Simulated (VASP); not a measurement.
# Mg12H (a cell with a defect) in VASP: further runs, part 2 of 3

VASP 6.6.1. The steps go on from the part before.

## (3) Single point, PBE

File INCAR:

```
  PREC = Accurate
  ENCUT = 520
  EDIFF = 1E-7
  ISMEAR = 0
  SIGMA = 0.1
  LREAL = False
  LASPH = True
  NELM = 100
  ALGO = Normal
  ISIF = 2
  LWAVE = False
  LCHARG = False
  GGA = PE
  NBANDS = 24
```

File KPOINTS:

```
regular mesh
0
Gamma
  4 3 4
```

File POSCAR:

```
Mg12H
1.0
    6.4200000000      0.0000000000      0.0000000000
   -4.8150000000      8.3398250000      0.0000000000
    0.0000000000      0.0000000000      5.2130400000
Mg H
12 1
Direct
    0.0012897907      0.0002949854     -0.0085657125
    0.1728249020      0.2323517409      0.4972730785
   -0.0004996148      0.3328727764      0.0033618570
    0.1622076792      0.5535364380      0.5012783089
   -0.0010164626      0.6657391029      0.0021227720
    0.1707981580      0.8833707149      0.4982751492
    0.5000957623     -0.0003490520      0.0051770940
    0.6671292449      0.2217723803      0.5080792250
    0.5020235920      0.3340830048      0.0061770066
    0.6689650565      0.5565238517      0.5043727758
    0.4977496457      0.6637754915      0.0043374153
    0.6561253149      0.8843641985      0.4983189696
    0.0033946312      0.0024418669      0.5992637606
```

Potentials or basis: VASP PAW PBE potentials, release 64 (Mg, H).

Launch:

```bash
$ cat potpaw_PBE.64/Mg/POTCAR potpaw_PBE.64/H/POTCAR > POTCAR
$ mpirun -np 1 vasp_std > vasp.out
```

OUTCAR:

```text
PREC = Accurate
   ENCUT = 520
   EDIFF = 1E-7
   ISMEAR = 0
   LREAL = False
   LASPH = True
   NELM = 100
   ISIF = 2
   GGA = PE

 ion  position               nearest neighbor table
   1  0.001  0.000  0.991-  13 2.04   7 3.21   6 3.21  12 3.21   3 3.21   5 3.21   7 3.22   9 3.22
                             2 3.22  11 3.24   6 3.26  12 3.27   2 3.27
   2  0.173  0.232  0.497-  13 1.99   4 3.13   3 3.14   9 3.15  10 3.15   3 3.20   8 3.20   1 3.22
                             9 3.22   8 3.23   1 3.27  12 3.33   6 3.35
   3  1.000  0.333  0.003-   2 3.14   8 3.18   4 3.18  11 3.19   2 3.20   4 3.20   9 3.20   5 3.21
                             7 3.21   1 3.21   8 3.22   9 3.22
   4  0.162  0.554  0.501-   2 3.13   6 3.15  12 3.18  10 3.18   3 3.18   8 3.19   5 3.19  11 3.19
                             5 3.20   3 3.20  11 3.22  10 3.24
   5  0.999  0.666  0.002-   6 3.16  10 3.18   4 3.19   9 3.19   6 3.19   4 3.20  10 3.20   3 3.21
                            11 3.21  11 3.21   1 3.21   7 3.22
   6  0.171  0.883  0.498-  13 1.99  12 3.11   4 3.15   7 3.16   5 3.16  10 3.19   5 3.19   1 3.21
                             7 3.22   8 3.22   1 3.26  12 3.31   2 3.35
   7  0.500  1.000  0.005-  12 3.16   6 3.16   8 3.19   1 3.21   3 3.21   8 3.21  12 3.21   9 3.21
                             1 3.22   6 3.22   5 3.22  11 3.23
   8  0.667  0.222  0.508-   3 3.18   7 3.19   4 3.19   9 3.19   2 3.20   9 3.21   7 3.21  12 3.21
                             3 3.22  10 3.22   6 3.22   2 3.23
   9  0.502  0.334  0.006-   2 3.15  11 3.19   8 3.19  10 3.19   5 3.19   3 3.20  10 3.21   8 3.21
                             7 3.21   1 3.22   3 3.22   2 3.22
  10  0.669  0.557  0.504-   2 3.15   5 3.18   4 3.18   6 3.19   9 3.19  11 3.19  11 3.19   5 3.20
                            12 3.20   9 3.21   8 3.22   4 3.24
  11  0.498  0.664  0.004-  12 3.17   9 3.19   4 3.19   3 3.19  10 3.19  10 3.19   5 3.21   5 3.21
                            12 3.22   4 3.22   7 3.23   1 3.24
  12  0.656  0.884  0.498-  13 2.00   6 3.11   7 3.16  11 3.17   4 3.18  10 3.20   1 3.21   7 3.21
                             8 3.21  11 3.22   1 3.27   6 3.31   2 3.33
  13  0.003  0.002  0.599-   2 1.99   6 1.99  12 2.00   1 2.04

  LATTYP: Found a simple monoclinic cell.
 ALAT       =     6.4200000000
 B/A-ratio  =     0.8120000000
[... 196 lines left out ...]

 Free energy of the ion-electron system (eV)
  ---------------------------------------------------
  ext. energy  EPLUGINS =         0.00000000
  ---------------------------------------------------
  free energy    TOTEN  =       -21.29945245 eV

  energy without entropy =      -21.27110855  energy(sigma->0) =      -21.28528050

 E-fermi :   2.6881     XC(G=0):  -8.4982

 val. band max:        2.6589549111   @ k =  -0.2500  -0.3333   0.2500
 cond. band min:       2.7064091967   @ k =  -0.2500   0.3333   0.2500
 fundamental gap:      0.0474542856
 Fermi energy:         2.6881268818

 k-point     1 :       0.0000    0.0000    0.0000
  band No.  band energies     occupation
      1      -4.8386      2.00000
      2      -3.1035      2.00000
      3      -2.1452      2.00000
      4      -1.3111      2.00000
      5      -0.5659      2.00000
      6      -0.0348      2.00000
[... 637 lines left out ...]
     23       6.9310      0.00000
     24       7.7432      0.00000

 [... further k-points ...]

------------------------ aborting loop because EDIFF is reached ----------------------------------------

  FORCE on cell =-STRESS in cart. coord.  units (eV):
  Direction    XX          YY          ZZ          XY          YZ          ZX
  --------------------------------------------------------------------------------------
  -------------------------------------------------------------------------------------
  Total       -0.8830405     -0.5753358      0.7337139     -0.7219024      0.2598785      0.0800830
  in kB       -5.0688356     -3.3025469      4.2116698     -4.1438691      1.4917562      0.4596931
  external PRESSURE =      -1.3865709 kB  Pullay stress =       0.0000000 kB

 VOLUME and BASIS-vectors are now :
 -----------------------------------------------------------------------------
  energy-cutoff  :      520.00
  volume of cell :      279.11
      direct lattice vectors                 reciprocal lattice vectors
     6.420000000  0.000000000  0.000000000     0.155763240  0.089929945  0.000000000
    -4.815000000  8.339825000  0.000000000     0.000000000  0.119906593  0.000000000
     0.000000000  0.000000000  5.213040000     0.000000000  0.000000000  0.191826650

 POSITION                                       TOTAL-FORCE (eV/Angst)
 -----------------------------------------------------------------------------------
      0.00686      0.00246      5.16839        -0.004484     -0.011011      0.020831
     -0.00924      1.93777      2.59230        -0.000681     -0.003878      0.015448
      4.81401      2.77610      0.01753        -0.000415      0.010752     -0.000125
     -1.62390      4.61640      2.61318         0.009611      0.002216      0.000013
      3.20794      5.55215      0.01107         0.004555     -0.008540      0.003390
     -3.15691      7.36716      2.59753         0.007389      0.006560      0.001489
     -1.60270      8.33691      0.02699         0.002316     -0.004581     -0.011970
      3.21514      1.84954      2.64864        -0.000357      0.005880     -0.017778
      1.61438      2.78619      0.03220        -0.000751      0.007785     -0.006256
      1.61509      4.64131      2.62932        -0.005242     -0.011734     -0.008588
     -0.00053      5.53577      0.02261        -0.004868      0.003211     -0.003612
     -0.04589      7.37544      2.59776        -0.006428      0.008603      0.005978
      0.01004      0.02036      3.12399        -0.000643     -0.005262      0.001178
 -----------------------------------------------------------------------------------
    total drift:                                0.000003     -0.000006      0.000265

  FREE ENERGIE OF THE ION-ELECTRON SYSTEM (eV)
  ---------------------------------------------------
  free  energy   TOTEN  =       -21.2994524531 eV

  energy  without entropy=      -21.2711085509  energy(sigma->0) =      -21.28528050
```

Wall time 3.6 min (1 thread of AMD EPYC 9755, shared host); peak memory 0.38 GiB.

What came out:

```yaml
Free_energy: -21.2995 eV
Pressure: -0.1 GPa
Largest_force: 0.024 eV/Å
Band_gap_on_the_k_mesh: zero (an odd number of electrons rules out a gap without spin polarisation)
```

Forces in eV/Å, atoms in the order of the input:
```
Mg  -0.004 -0.011  0.021
Mg  -0.001 -0.004  0.015
Mg   0.000  0.011  0.000
Mg   0.010  0.002  0.000
Mg   0.005 -0.009  0.003
Mg   0.007  0.007  0.001
Mg   0.002 -0.005 -0.012
Mg   0.000  0.006 -0.018
Mg  -0.001  0.008 -0.006
Mg  -0.005 -0.012 -0.009
Mg  -0.005  0.003 -0.004
Mg  -0.006  0.009  0.006
H   -0.001 -0.005  0.001
```

## (4) Single point, PBE

File INCAR:

```
ALGO     = Normal         # electronic algorithm
EDIFF    = 1E-6           # SCF threshold, eV
ENCUT    = 520            # plane-wave cutoff, eV
GGA      = PE             # functional
ISIF     = 2              # what is computed and relaxed
ISMEAR   = 0              # smearing method
LASPH    = True           # aspherical terms in the spheres
LCHARG   = True           # write CHGCAR
LELF     = True           # ELF
LREAL    = False          # projectors in reciprocal space
LVHAR    = True         
LWAVE    = False          # write WAVECAR
NBANDS   = 24             # bands
NELM     = 80             # most SCF steps
PREC     = Accurate       # precision mode
SIGMA    = 0.1            # smearing width, eV
```

File KPOINTS:

```
k-points
0
Gamma
  4 3 4
```

File POSCAR:

```
Mg12H
1.0
    6.4200000000      0.0000000000      0.0000000000
   -4.8150000000      8.3398250000      0.0000000000
    0.0000000000      0.0000000000      5.2130400000
Mg H
12 1
Direct
    0.0003504190     -0.0001571153      0.0062652235
    0.1720506000      0.2319676225      0.5015679254
   -0.0003984453      0.3334759854     -0.0029243423
    0.1630287193      0.5540322915      0.4991466189
   -0.0012611650      0.6655075889     -0.0017378527
    0.1709721130      0.8838529332      0.5017290734
    0.4998142617     -0.0000742444     -0.0038327968
    0.6672159218      0.2225416574      0.4939698880
    0.5015737165      0.3345713420     -0.0051783833
    0.6683073213      0.5564481327      0.4969501084
    0.4974542428      0.6642080081     -0.0037303758
    0.6561779031      0.8852279692      0.5014038919
    0.0025218718      0.0021099488      0.3971913515
```

Launch:

```bash
$ cat potpaw_PBE.64/Mg/POTCAR potpaw_PBE.64/H/POTCAR > POTCAR
$ mpirun -np 1 vasp_std > vasp.out
```

Wall time 3.8 min (1 thread of AMD EPYC 9755, shared host); peak memory 0.39 GiB.

The run converged. Its results:

| Item | Value |
| --- | --- |
| Free energy | -21.3000 eV |
| Pressure | -0.1 GPa |
| Largest force | 0.014 eV/Å |
| Band gap on the k mesh | zero (an odd number of electrons rules out a gap without spin polarisation) |

Forces on the atoms (eV/Å):
```
Mg  -0.001  0.000 -0.007
Mg   0.000 -0.002 -0.004
Mg   0.000  0.000 -0.001
Mg   0.000  0.000 -0.001
Mg   0.000  0.000 -0.001
Mg  -0.003  0.003 -0.004
Mg   0.001 -0.001  0.002
Mg   0.001  0.001  0.003
Mg   0.000 -0.001  0.001
Mg   0.000 -0.001  0.001
Mg   0.000  0.002  0.001
Mg  -0.002  0.000 -0.002
H    0.005 -0.001  0.013
```

Stress tensor (GPa, compression positive):
```
-0.50 -0.41 -0.05
-0.41 -0.35 -0.15
-0.05 -0.15  0.43
```

Levels at points of the mesh, in eV from the Fermi level:
```
           k point  band 9  band 10  band 11  band 12  band 13  band 14  band 15  band 16
(0.00, 0.00, 0.00)   -1.58    -0.82    -0.25     0.03     0.22     0.29     0.48     1.42
(0.50, 0.00, 0.00)   -0.62    -0.61    -0.42    -0.19    -0.18    -0.15     0.11     0.27
(0.00, 0.00, 0.50)   -1.92    -1.91    -1.44    -1.16    -0.65    -0.56     0.64     1.09
(0.50, 0.00, 0.50)   -1.79    -0.88    -0.81    -0.80     0.34     0.70     0.80     0.82
```

(Part 2 of 3 ends here.)

The gap in the log of VASP goes by the Fermi energy; the results here count the filled bands.